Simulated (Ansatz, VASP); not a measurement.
**Al16Ru15 in VASP and in Ansatz**

Contents of POSCAR:

```
Al16Ru15
1.0
    0.0000000000      6.0068828200      6.0068828200
    6.0068828200      0.0000000000      6.0068828200
    6.0068828200      6.0068828200      0.0000000000
Al Ru
16 15
Direct
    0.0030434200      0.0046701400     -0.0174012800
    0.2495478900      0.2510664100      0.2179293400
    0.0028128200      0.0044213500      0.5094872700
    0.2495391900      0.2510736600      0.7814529400
    0.0012007000      0.4994151000     -0.0005089300
    0.2593481000      0.7343280200      0.2528881500
   -0.0322915200      0.5329039400      0.4992441000
    0.2395539200      0.7678726500      0.7460045900
    0.4977609400      0.0028537100     -0.0005178100
    0.7327339400      0.2610666900      0.2528181900
    0.5311321800     -0.0305176300      0.4992300400
    0.7662795300      0.2412733900      0.7459500800
    0.4961914200      0.4978017400      0.0161148100
    0.7494847100      0.7511302800      0.2513308800
    0.4959442400      0.4975712000      0.4896903300
    0.7494726500      0.7511429600      0.7476156700
    0.1129475700      0.1146306100      0.1361569000
    0.2493456300      0.2512537200      0.4999316100
    0.3859847000      0.3876667600      0.8631195400
    0.1234544900      0.6216866700      0.1287831800
    0.3755351000      0.8805181800      0.3733408500
    0.1232747000      0.6216661500      0.6256037800
    0.3756893500      0.8805349700      0.8699357900
    0.6200914800      0.1250794200      0.1287845100
    0.8789237900      0.3771586900      0.3733102000
    0.6200749000      0.1249250500      0.6255471400
    0.8789434700      0.3773392800      0.8699349800
    0.6251887300      0.6268797900      0.1238163700
    0.8859878400      0.8877318200      0.3629490800
    0.6128817900      0.6146278000      0.6360537200
    0.8737409500      0.8754319800      0.8752646700
```

Contents of INCAR.step1:

```
ALGO = Normal
EDIFF = 1E-4
ENCUT = 520
GGA = PE
ISMEAR = 1
LASPH = T
LCHARG = F
LREAL = Auto
LWAVE = T
NBANDS = 150
NELM = 80
PREC = Accurate
SIGMA = 0.1
```

The input INCAR.step2:

```
ALGO = Normal
EDIFF = 1E-6
ENCUT = 520
ISIF = 2
ISMEAR = 1
ISTART = 1
LASPH = T
LCHARG = F
LMIXTAU = T
LREAL = Auto
LWAVE = F
METAGGA = R2SCAN
NBANDS = 150
NELM = 80
PREC = Accurate
SIGMA = 0.1
```

File KPOINTS:

```
k-points
0
Gamma
  2 2 2
```

Input for Ansatz:

```yaml
crystal:
  lattice:
    - [0.0, 6.00688282, 6.00688282]
    - [6.00688282, 0.0, 6.00688282]
    - [6.00688282, 6.00688282, 0.0]
  atoms:
    - { symbol: Al, position: [0.00304342, 0.00467014, -0.01740128] }
    - { symbol: Al, position: [0.24954789, 0.25106641, 0.21792934] }
    - { symbol: Ru, position: [0.11294757, 0.11463061, 0.1361569] }
    - { symbol: Al, position: [0.00281282, 0.00442135, 0.50948727] }
    - { symbol: Al, position: [0.24953919, 0.25107366, 0.78145294] }
    - { symbol: Ru, position: [0.24934563, 0.25125372, 0.49993161] }
    - { symbol: Ru, position: [0.3859847, 0.38766676, 0.86311954] }
    - { symbol: Al, position: [0.0012007, 0.4994151, -0.00050893] }
    - { symbol: Al, position: [0.2593481, 0.73432802, 0.25288815] }
    - { symbol: Ru, position: [0.12345449, 0.62168667, 0.12878318] }
    - { symbol: Ru, position: [0.3755351, 0.88051818, 0.37334085] }
    - { symbol: Al, position: [-0.03229152, 0.53290394, 0.4992441] }
    - { symbol: Al, position: [0.23955392, 0.76787265, 0.74600459] }
    - { symbol: Ru, position: [0.1232747, 0.62166615, 0.62560378] }
    - { symbol: Ru, position: [0.37568935, 0.88053497, 0.86993579] }
    - { symbol: Al, position: [0.49776094, 0.00285371, -0.00051781] }
    - { symbol: Al, position: [0.73273394, 0.26106669, 0.25281819] }
    - { symbol: Ru, position: [0.62009148, 0.12507942, 0.12878451] }
    - { symbol: Ru, position: [0.87892379, 0.37715869, 0.3733102] }
    - { symbol: Al, position: [0.53113218, -0.03051763, 0.49923004] }
    - { symbol: Al, position: [0.76627953, 0.24127339, 0.74595008] }
    - { symbol: Ru, position: [0.6200749, 0.12492505, 0.62554714] }
    - { symbol: Ru, position: [0.87894347, 0.37733928, 0.86993498] }
    - { symbol: Al, position: [0.49619142, 0.49780174, 0.01611481] }
    - { symbol: Al, position: [0.74948471, 0.75113028, 0.25133088] }
    - { symbol: Ru, position: [0.62518873, 0.62687979, 0.12381637] }
    - { symbol: Ru, position: [0.88598784, 0.88773182, 0.36294908] }
    - { symbol: Al, position: [0.49594424, 0.4975712, 0.48969033] }
    - { symbol: Al, position: [0.74947265, 0.75114296, 0.74761567] }
    - { symbol: Ru, position: [0.61288179, 0.6146278, 0.63605372] }
    - { symbol: Ru, position: [0.87374095, 0.87543198, 0.87526467] }
basis:
  ecutwfc: 500
  xc_grid: 2
hamiltonian:
  xc: r2scan
  pseudopotentials: { kind: paw, azcp: { folder: soft_1 } }
kpoints:
  mp_grid: { grid: [2, 2, 2] }
scf:
  occupations: { method: methfessel_paxton, width: 0.1 }
  max_iter: 160
output:
  forces: true
  eigenvalues: true
checkpoint:
  write: "../q0.top.r2scan.run"
  compress: false
  write_wavefunctions: false
  write_every: 100000
```

Alike in both runs: task single point; functional r2SCAN; k mesh 2 × 2 × 2; occupations methfessel-paxton of order 1, width 0.1 eV; no spin polarisation.

|  | VASP | Ansatz |
| --- | --- | --- |
| version | VASP 6.6.1 | Ansatz 0.2.0 |
| potentials or method | VASP PAW PBE potentials, release 64 (Al, Ru_pv), cutoff 520 eV | plane-wave PAW DFT |
| valence electrons in the cell | 258 | 288 |

VASP gave:

```
rms of the force components (eV/Å) : 0.035
```

Question: What did Ansatz give for the same quantities?

Answer: rms of the force components (eV/Å): 0.034.

VASP's potentials were made for PBE, not for r2SCAN. The functional is the same, so the differences come from potentials, cutoffs and numerics. VASP's potentials hold 258 valence electrons a cell and Ansatz's 288, so a difference there can come from the potentials and not from the codes. Ansatz's warnings: near symmetry operation missed by atoms.

The k mesh is coarse, so the values compare programs but aren't converged.
